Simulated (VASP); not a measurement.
# Mg3Sb2 (P-3m1) in VASP: single point with r2SCAN

Aim: the single point of Mg3Sb2 with r2SCAN.

Program: VASP 6.6.1. These are calculated values, not measurements. Logs are shortened: lines on timing, memory, paths and dates and some standing lists are left out, and cuts for length are marked.

## (1) The cell of the first run

The structure is trigonal, space group P-3m1 (No. 164). The conventional cell has a = 4.594 Å, b = 4.594 Å, c = 7.274 Å, α = 90.00°, β = 90.00°, γ = 120.00°. Within 3.8 Å of Mg (site symmetry 3m) lie 4 Sb at 2.85 to 2.96 Å and 6 Mg at 3.27 to 3.77 Å. Mg (site symmetry -3m) has 6 Sb at 3.12 Å and 6 Mg at 3.77 Å within 4.1 Å. Sb (site symmetry 3m) has 7 Mg at 2.85 to 3.12 Å within 3.8 Å.

## (2) Single point, r2SCAN

POSCAR

```
Mg3Sb2
1.0
    4.5938676660      0.0000000000      0.0000000000
   -2.2969338330      3.9784061003      0.0000000000
    0.0000000000      0.0000000000      7.2742753392
Mg Sb
3 2
Direct
    0.3333333333      0.6666666667      0.6319626151
    0.6666666667      0.3333333333      0.3680373849
    0.0000000000      0.0000000000      0.0000000000
    0.3333333333      0.6666666667      0.2256274637
    0.6666666667      0.3333333333      0.7743725363
```

INCAR.step1

```
  PREC = Accurate
  ENCUT = 660
  ISMEAR = 0
  SIGMA = 0.01
  LREAL = F
  LASPH = T
  NELM = 120
  NBANDS = 16
  GGA = PE
  ALGO = Normal
  EDIFF = 1E-5
  LWAVE = T
  LCHARG = F
  GGA_COMPAT = F
```

INCAR.step2

```
  PREC = Accurate
  ENCUT = 660
  EDIFF = 1E-6
  ISMEAR = 0
  SIGMA = 0.01
  LREAL = F
  LASPH = T
  NELM = 120
  ALGO = Normal
  ISIF = 2
  LWAVE = F
  LCHARG = F
  METAGGA = R2SCAN
  LMIXTAU = T
  NBANDS = 16
  ISTART = 1
  GGA_COMPAT = F
```

KPOINTS

```
regular mesh
0
Gamma
  12 12 6
```

Potentials or basis: VASP PAW PBE potentials, release 64 (Mg, Sb).

On the command line:

```
cat potpaw_PBE.64/Mg/POTCAR potpaw_PBE.64/Sb/POTCAR > POTCAR
cp INCAR.step1 INCAR
mpirun -np 1 vasp_std > vasp.out
cp INCAR.step2 INCAR
mpirun -np 1 vasp_std > vasp.out
```

OUTCAR:

```text
PREC = Accurate
   ENCUT = 660
   EDIFF = 1E-6
   ISMEAR = 0
   LREAL = F
   LASPH = T
   NELM = 120
   ISIF = 2
   METAGGA = R2SCAN
   ISTART = 1

 ion  position               nearest neighbor table
   1  0.333  0.667  0.632-   5 2.85   5 2.85   5 2.85   4 2.96   2 3.27   2 3.27   2 3.27
   2  0.667  0.333  0.368-   4 2.85   4 2.85   4 2.85   5 2.96   1 3.27   1 3.27   1 3.27
   3  0.000  0.000  0.000-   4 3.12   5 3.12   4 3.12   5 3.12   5 3.12   4 3.12
   4  0.333  0.667  0.226-   2 2.85   2 2.85   2 2.85   1 2.96   3 3.12   3 3.12   3 3.12
   5  0.667  0.333  0.774-   1 2.85   1 2.85   1 2.85   2 2.96   3 3.12   3 3.12   3 3.12

  LATTYP: Found a hexagonal cell.
 ALAT       =     4.5938676660
 C/A-ratio  =     1.5834751604

  Lattice vectors:

 A1 = (   4.5938676660,   0.0000000000,   0.0000000000)
 A2 = (  -2.2969338330,   3.9784061003,   0.0000000000)
 A3 = (   0.0000000000,   0.0000000000,   7.2742753392)

Analysis of symmetry for initial positions (statically):
=====================================================================
 Subroutine PRICEL returns:
 Original cell was already a primitive cell.

 Routine SETGRP: Setting up the symmetry group for a
 hexagonal supercell.

 Subroutine GETGRP returns: Found 12 space group operations
 (whereof 12 operations were pure point group operations)
 out of a pool of 24 trial point group operations.

The static configuration has the point symmetry D_3d.

Analysis of symmetry for dynamics (positions and initial velocities):
=====================================================================
 Subroutine PRICEL returns:
 Original cell was already a primitive cell.

 Routine SETGRP: Setting up the symmetry group for a
 hexagonal supercell.

 Subroutine GETGRP returns: Found 12 space group operations
 (whereof 12 operations were pure point group operations)
 out of a pool of 24 trial point group operations.

The dynamic configuration has the point symmetry D_3d.

 Subroutine INISYM returns: Found 12 space group operations
 (whereof 12 operations are pure point group operations),
 and found     1 'primitive' translations

----------------------------------------------------------------------------------------

                                     Primitive cell

  volume of cell :     132.9466

  direct lattice vectors                    reciprocal lattice vectors
     4.593867666  0.000000000  0.000000000     0.217681499  0.125678472  0.000000000
    -2.296933833  3.978406100  0.000000000     0.000000000  0.251356944  0.000000000
     0.000000000  0.000000000  7.274275339     0.000000000  0.000000000  0.137470738

  length of vectors
     4.593867666  4.593867666  7.274275339     0.251356944  0.251356944  0.137470738

  position of ions in fractional coordinates (direct lattice)
     0.333333333  0.666666667  0.631962615
     0.666666667  0.333333333  0.368037385
     0.000000000  0.000000000  0.000000000
     0.333333333  0.666666667  0.225627464
     0.666666667  0.333333333  0.774372536

  ion indices of the primitive-cell ions
   primitive index   ion index
                 1           1
                 2           2
                 3           3
                 4           4
                 5           5

----------------------------------------------------------------------------------------

 KPOINTS: regular mesh

Automatic generation of k-mesh.
 Grid dimensions read from file:
 generate k-points for:   12   12    6

 Generating k-lattice:

  Cartesian coordinates                     Fractional coordinates (reciprocal lattice)
     0.018140125  0.010473206  0.000000000     0.083333333 -0.000000000  0.000000000
     0.000000000  0.020946412  0.000000000     0.000000000  0.083333333  0.000000000
     0.000000000  0.000000000  0.022911790     0.000000000  0.000000000  0.166666667

  Length of vectors
     0.020946412  0.020946412  0.022911790

  Shift w.r.t. Gamma in fractional coordinates (k-lattice)
     0.000000000  0.000000000  0.000000000

 Subroutine IBZKPT returns following result:
 ===========================================

 Found    100 irreducible k-points:

 Following reciprocal coordinates:
            Coordinates               Weight
  0.000000  0.000000  0.000000      1.000000
  0.083333  0.000000  0.000000      6.000000
  0.166667  0.000000  0.000000      6.000000
  0.250000 -0.000000  0.000000      6.000000
  0.333333  0.000000  0.000000      6.000000
  0.416667  0.000000  0.000000      6.000000
[... 16 lines left out ...]
  0.166667  0.000000  0.166667      6.000000
  0.000000  0.166667  0.166667      6.000000
 [... further k-points ...]
   k-points           NKPTS =    100   k-points in BZ     NKDIM =    100   number of bands    NBANDS=     16
   number of dos      NEDOS =    301   number of ions     NIONS =      5
   total plane-waves  NPLWV = 102400
   dimension x,y,z NGX =    40 NGY =   40 NGZ =   64
   dimension x,y,z NGXF=    80 NGYF=   80 NGZF=  128
   ions per type =               3   2
   NGX,Y,Z   is equivalent  to a cutoff of  14.48, 14.48, 14.63 a.u.
   NGXF,Y,Z  is equivalent  to a cutoff of  28.95, 28.95, 29.25 a.u.
 SYSTEM =  unknown system
   PREC   = accura    normal or accurate (medium, high low for compatibility)
   ISTART =      1    job   : 0-new  1-cont  2-samecut
   ICHARG =      0    charge: 1-file 2-atom 10-const
   ISPIN  =      1    spin polarized calculation?
   LNONCOLLINEAR =      F non collinear calculations
   LSORBIT =      F    spin-orbit coupling
   LASPH  =      T    aspherical Exc in radial PAW
   ENCUT  =  660.0 eV  48.51 Ry    6.96 a.u.   9.62  9.62 15.24*2*pi/ulx,y,z
   NELM   =    120;   NELMIN=  2; NELMDL=  0     # of ELM steps
   EDIFF  = 0.1E-05   stopping-criterion for ELM
   LREAL  =      F    real-space projection
   EDIFFG = 0.1E-04   stopping-criterion for IOM
   NSW    =      0    number of steps for IOM
   IBRION =     -1    ionic relax: 0-MD 1-quasi-New 2-CG
   NFREE  =      0    steps in history (QN), initial steepest desc. (CG)
   ISIF   =      2    stress and relaxation
   ISYM   =      2    0-nonsym 1-usesym 2-fastsym
   POTIM  = 0.5000    time-step for ionic-motion
   TEBEG  =    0.0;   TEEND  =   0.0 temperature during run
   PSTRESS=    0.0 pullay stress
   NELECT =      16.0000    total number of electrons
   NUPDOWN=      -1.0000    fix difference up-down
   EMIN   =  10.00;   EMAX   =-10.00  energy-range for DOS
   EFERMI =   0.00;   METHOD = LEGACY
   ISMEAR =     0;   SIGMA  =   0.01  broadening in eV -4-tet -1-fermi 0-gaus
   EFERMI_NEDOS =   21; number of points for ismear=-14 and -15
   IALGO  =     38    algorithm
   IMIX   =      4    mixing-type and parameters
     AMIX     =   0.40;   BMIX     =  1.00
     AMIX_MAG =   1.60;   BMIX_MAG =  1.00
  volume/ion in A,a.u.               =      26.59       179.43
  Fermi-wavevector in a.u.,A,eV,Ry     =   0.808269  1.527406  8.888661  0.653298
  Thomas-Fermi vector in A             =   1.917043
   LORBIT       =      0    0 simple, 1 ext, 2 COOP (PROOUT), +10 PAW based schemes
   METAGGA = R2SCAN    functional components
   LHFCALC =     F    Hartree Fock is set to
   AEXX    =    0.0000 exact exchange contribution
   IVDW    =     0    specifies the selected vdW correction
   LEPSILON=     F    determine dielectric tensor
   LRPA    =     F    only Hartree local field effects (RPA)
 non-spin polarized calculation
 Gauss-broadening in eV      SIGMA  =   0.01
  energy-cutoff  :      660.00
  volume of cell :      132.95
 maximum number of plane-waves:      5156
 NGX is ok and might be reduce to    40
   NGX = 19   NGY = 19   NGZ = 31

 number of electron      16.0000000 magnetization

 Free energy of the ion-electron system (eV)
  ---------------------------------------------------
  ext. energy  EPLUGINS =         0.00000000
  ---------------------------------------------------
  free energy    TOTEN  =       -66.25313835 eV

  energy without entropy =      -66.25313835  energy(sigma->0) =      -66.25313835

 E-fermi :   4.3115     XC(G=0):  -9.1232

 val. band max:        4.2403225006   @ k =   0.0000   0.0000   0.0000
 cond. band min:       4.7535301846   @ k =   0.0000   0.4167   0.3333
 fundamental gap:      0.5132076840
 Fermi energy:         4.3114870751

 k-point     1 :       0.0000    0.0000    0.0000
  band No.  band energies     occupation
      1      -6.3798      2.00000
      2      -5.0879      2.00000
      3      -0.7509      2.00000
      4       3.1005      2.00000
      5       3.1005      2.00000
      6       3.8279      2.00000
[... 8 lines left out ...]
     15       8.6403      0.00000
     16       9.6461      0.00000

 k-point     2 :       0.0833    0.0000    0.0000
  band No.  band energies     occupation
      1      -6.3299      2.00000
      2      -5.0582      2.00000
      3      -0.6891      2.00000
      4       2.6386      2.00000
      5       2.9549      2.00000
      6       3.4006      2.00000
[... 8 lines left out ...]
     15       8.6653      0.00000
     16       9.1562      0.00000

 k-point     3 :       0.1667    0.0000    0.0000
  band No.  band energies     occupation
      1      -6.1842      2.00000
      2      -4.9771      2.00000
      3      -0.5061      2.00000
      4       1.7484      2.00000
      5       2.6032      2.00000
      6       2.6514      2.00000
[... 8 lines left out ...]
     15       8.6780      0.00000
     16       9.2214      0.00000

 k-point     4 :       0.2500   -0.0000    0.0000
  band No.  band energies     occupation
      1      -5.9554      2.00000
      2      -4.8706      2.00000
      3      -0.2115      2.00000
      4       0.8711      2.00000
      5       1.7964      2.00000
      6       2.3405      2.00000
[... 8 lines left out ...]
     15       9.2644      0.00000
     16       9.6248      0.00000

 k-point     5 :       0.3333    0.0000    0.0000
  band No.  band energies     occupation
      1      -5.6713      2.00000
      2      -4.7851      2.00000
      3       0.0550      2.00000
      4       0.2931      2.00000
      5       1.1031      2.00000
      6       2.0902      2.00000
[... 8 lines left out ...]
     15      10.1917      0.00000
     16      10.2443      0.00000

 k-point     6 :       0.4167    0.0000    0.0000
  band No.  band energies     occupation
      1      -5.3891      2.00000
      2      -4.7718      2.00000
      3      -0.3205      2.00000
      4       0.6170      2.00000
      5       0.6693      2.00000
      6       1.9312      2.00000
[... 8 lines left out ...]
     15      10.8716      0.00000
     16      11.3724      0.00000
[... 267 lines left out ...]
 k-point    21 :       0.0833    0.0000    0.1667
  band No.  band energies     occupation
      1      -6.2702      2.00000
      2      -5.1809      2.00000
      3      -0.4334      2.00000
      4       2.7069      2.00000
      5       2.9887      2.00000
      6       3.1089      2.00000
[... 8 lines left out ...]
     15       8.7757      0.00000
     16       9.2001      0.00000

 k-point    22 :       0.0000    0.0833    0.1667
  band No.  band energies     occupation
      1      -6.2703      2.00000
      2      -5.1807      2.00000
      3      -0.4350      2.00000
      4       2.6771      2.00000
      5       3.0211      2.00000
      6       3.1653      2.00000
[... 8 lines left out ...]
     15       8.7577      0.00000
     16       9.2651      0.00000

 k-point    23 :       0.1667    0.0000    0.1667
  band No.  band energies     occupation
      1      -6.1261      2.00000
      2      -5.0910      2.00000
      3      -0.2740      2.00000
      4       1.8220      2.00000
      5       2.3534      2.00000
      6       2.6924      2.00000
[... 8 lines left out ...]
     15       9.0771      0.00000
     16       9.1884      0.00000

 k-point    24 :       0.0000    0.1667    0.1667
  band No.  band energies     occupation
      1      -6.1266      2.00000
      2      -5.0896      2.00000
      3      -0.2909      2.00000
      4       1.8230      2.00000
      5       2.4406      2.00000
      6       2.7242      2.00000
[... 8 lines left out ...]
     15       8.6385      0.00000
     16       9.4797      0.00000

 [... further k-points ...]

------------------------ aborting loop because EDIFF is reached ----------------------------------------

  FORCE on cell =-STRESS in cart. coord.  units (eV):
  Direction    XX          YY          ZZ          XY          YZ          ZX
  --------------------------------------------------------------------------------------
  -------------------------------------------------------------------------------------
  Total       -0.7764777     -0.7764777     -0.6114350      0.0000000     -0.0000000      0.0000000
  in kB       -9.3575524     -9.3575524     -7.3685754      0.0000000     -0.0000000      0.0000000
  external PRESSURE =      -8.6945601 kB  Pullay stress =       0.0000000 kB

 VOLUME and BASIS-vectors are now :
 -----------------------------------------------------------------------------
  energy-cutoff  :      660.00
  volume of cell :      132.95
      direct lattice vectors                 reciprocal lattice vectors
     4.593867666  0.000000000  0.000000000     0.217681499  0.125678472  0.000000000
    -2.296933833  3.978406100  0.000000000     0.000000000  0.251356944  0.000000000
     0.000000000  0.000000000  7.274275339     0.000000000  0.000000000  0.137470738

 POSITION                                       TOTAL-FORCE (eV/Angst)
 -----------------------------------------------------------------------------------
     -0.00000      2.65227      4.59707        -0.000000      0.000000      0.033774
      2.29693      1.32614      2.67721         0.000000     -0.000000     -0.033774
      0.00000      0.00000      0.00000         0.000000      0.000000      0.000000
     -0.00000      2.65227      1.64128         0.000000     -0.000000      0.162545
      2.29693      1.32614      5.63300         0.000000      0.000000     -0.162545
 -----------------------------------------------------------------------------------
    total drift:                               -0.000000      0.000000      0.000000

  FREE ENERGIE OF THE ION-ELECTRON SYSTEM (eV)
  ---------------------------------------------------
  free  energy   TOTEN  =       -66.2531383495 eV

  energy  without entropy=      -66.2531383495  energy(sigma->0) =      -66.25313835
```

Run time: 10 min. Hardware: 1 thread of Intel Xeon Platinum 8488C (Sapphire Rapids), shared host; peak memory 0.55 GiB.

What came out:

* Free energy: -66.2531 eV
* Pressure: -0.9 GPa
* Largest force: 0.163 eV/Å
* Band gap on the k mesh: 0.51 eV (least direct gap 1.67 eV)

Forces in eV/Å, atoms in the order of the input:
```
Mg   0.000  0.000  0.034
Mg   0.000  0.000 -0.034
Mg   0.000  0.000  0.000
Sb   0.000  0.000  0.163
Sb   0.000  0.000 -0.163
```

Levels at points of the mesh, in eV from the valence-band top:
```csv
k point,band 6,band 7,band 8,band 9,band 10,band 11
"(0.00, 0.00, 0.00)",-0.41,-0.41,0.00,1.67,1.71,3.40
"(0.50, 0.00, 0.00)",-2.36,-2.18,-0.93,0.75,2.39,2.47
"(0.00, 0.00, 0.50)",-0.82,-0.76,-0.76,2.24,2.38,3.03
"(0.50, 0.00, 0.50)",-1.68,-1.68,-1.55,0.84,1.65,2.12
```

Caveat: semilocal functionals underestimate gaps, and a narrow one can read as zero; the PAW data sets were made with another functional, which shifts forces and pressure a little; spin-orbit coupling is left out, which moves the levels of the heavy elements. A k mesh can miss the band edges.
